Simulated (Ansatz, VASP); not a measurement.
# ZnO in VASP and in Ansatz

File INCAR:

```
PREC = Accurate
ENCUT = 910
EDIFF = 1E-6
ISMEAR = 0
SIGMA = 0.02
LREAL = F
LASPH = T
NELM = 120
ALGO = Normal
ISIF = 2
LWAVE = F
LCHARG = F
GGA = PE
NBANDS = 26
GGA_COMPAT = F
```

KPOINTS

```
regular mesh
0
Gamma
  9 9 6
```

The input POSCAR:

```
ZnO
1.0
    3.3460683359      0.0000000000      0.0000000000
   -1.6730341679      2.8977801817      0.0000000000
    0.0000000000      0.0000000000      5.0463850500
Zn O
2 2
Direct
    0.3333333333      0.6666666667      0.0192167262
    0.6666666667      0.3333333333      0.5192167262
    0.3333333333      0.6666666667      0.3628832738
    0.6666666667      0.3333333333      0.8628832738
```

Input for Ansatz:

```yaml
crystal:
  lattice:
    - [3.3460683359, 0.0, 0.0]
    - [-1.6730341679, 2.8977801817, 0.0]
    - [0.0, 0.0, 5.04638505]
  atoms:
    - { symbol: Zn, position: [0.3333333333, 0.6666666667, 0.0192167262] }
    - { symbol: Zn, position: [0.6666666667, 0.3333333333, 0.5192167262] }
    - { symbol: O, position: [0.3333333333, 0.6666666667, 0.3628832738] }
    - { symbol: O, position: [0.6666666667, 0.3333333333, 0.8628832738] }
basis:
  ecutwfc: 420
kpoints:
  mp_grid: { grid: [9, 9, 6] }
hamiltonian:
  xc: pbe
scf:
  occupations: { method: gaussian, width: 0.02 }
output:
  forces: true
  stress: true
  eigenvalues: true
```

Alike in both runs: task single point; functional PBE; k mesh 9 × 9 × 6; occupations gaussian, width 0.02 eV; no spin polarisation.

|  | VASP | Ansatz |
| --- | --- | --- |
| version | VASP 6.6.1 | Ansatz 0.2.0 |
| potentials or method | VASP PAW PBE potentials, release 64 (Zn, O_h), cutoff 910 eV | scalar-relativistic, plane waves, PAW |
| valence electrons in the cell | 36 | 36 |

|  | VASP | Ansatz | Ansatz less VASP |
| --- | --- | --- | --- |
| gap on the k mesh at the Fermi level (eV) | 0.84 | 0.84 | +0.002 |
| least direct gap on the mesh (eV) | 0.84 | 0.84 | +0.002 |
| rms of the force components (eV/Å) | 2.187 | 2.111 | -0.0756 |

Atom by atom the forces differ by 0.076 eV/Å (rms over components). With one functional, cell and mesh, what is left measures potentials, basis and numerics.

Noted on VASP's run: the cutoff is short for stress, so the pressure is rough.
